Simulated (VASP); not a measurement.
Wanted: the native input for a VASP 6.6.1 run.

- Task: single point
- Functional: PBE
- Dispersion: D3(BJ)
- Potentials or basis: VASP PAW PBE potentials, release 64 (W_sv, S)
- Cutoff: 520 eV
- k mesh: 12 × 12 × 4
- Occupations: gaussian, width 0.05 eV
- Spin: no spin polarisation
- Dipole correction: no
- Further INCAR settings: ALGO = Normal; EDIFF = 1e-07; NBANDS = 35

The structure of WS2 lies in POSCAR:

```
WS2
1.0
    3.1542061832      0.0000000000      0.0000000000
   -1.5771030916      2.7316226834      0.0000000000
    0.0000000000      0.0000000000     12.1399091344
W S
2 4
Direct
    0.3516374719      0.7032749437      0.2500000000
    0.6483625281      0.2967250563      0.7500000000
    0.3152462167      0.6304924335      0.6202874207
    0.6847537833      0.3695075665      0.1202874207
    0.3152462167      0.6304924335      0.8797125793
    0.6847537833      0.3695075665      0.3797125793
```

This cell differs from its parent crystal: mode 4 (29.2 1/cm) frozen in, largest displacement -0.100 Å.

One way to write it, as run:

INCAR

```
SYSTEM = WS2
PREC     = Accurate       ! precision mode
ENCUT    = 520            ! plane-wave cutoff, eV
EDIFF    = 1E-7           ! SCF threshold, eV
ISMEAR   = 0              ! smearing method
SIGMA    = 0.05           ! smearing width, eV
LREAL    = .FALSE.        ! projectors in reciprocal space
LASPH    = .TRUE.         ! aspherical terms in the spheres
NELM     = 80             ! most SCF steps
ALGO     = Normal         ! electronic algorithm
ISIF     = 2              ! what is computed and relaxed
LWAVE    = .FALSE.        ! write WAVECAR
LCHARG   = .FALSE.        ! write CHGCAR
GGA      = PE             ! functional
IVDW     = 12             ! dispersion correction
NBANDS   = 35             ! bands
```

KPOINTS

```
regular mesh
0
G
  12 12 4
  0 0 0
```

Potentials or basis: VASP PAW PBE potentials, release 64 (W_sv, S).

Command:

```console
$ cat potpaw_PBE.64/W_sv/POTCAR potpaw_PBE.64/S/POTCAR > POTCAR
$ mpirun -np 1 vasp_std > vasp.out
```

Results of the run:

| Quantity | Value |
| --- | --- |
| Pressure | 0.0 GPa |
| Largest force | 0.054 eV/Å |
| Band gap on the k mesh | 0.90 eV, indirect (least direct gap 1.83 eV) |
| Dispersion energy per atom | -0.435 eV |

Caveat: the cell differs from its parent crystal (mode 4 (29.2 1/cm) frozen in, largest displacement -0.100 Å); spin-orbit coupling is left out, which moves the levels of the heavy elements.

Wall time 6.5 min on 1 thread of Intel Xeon 6975P-C, on a shared host, peak memory 0.49 GiB.
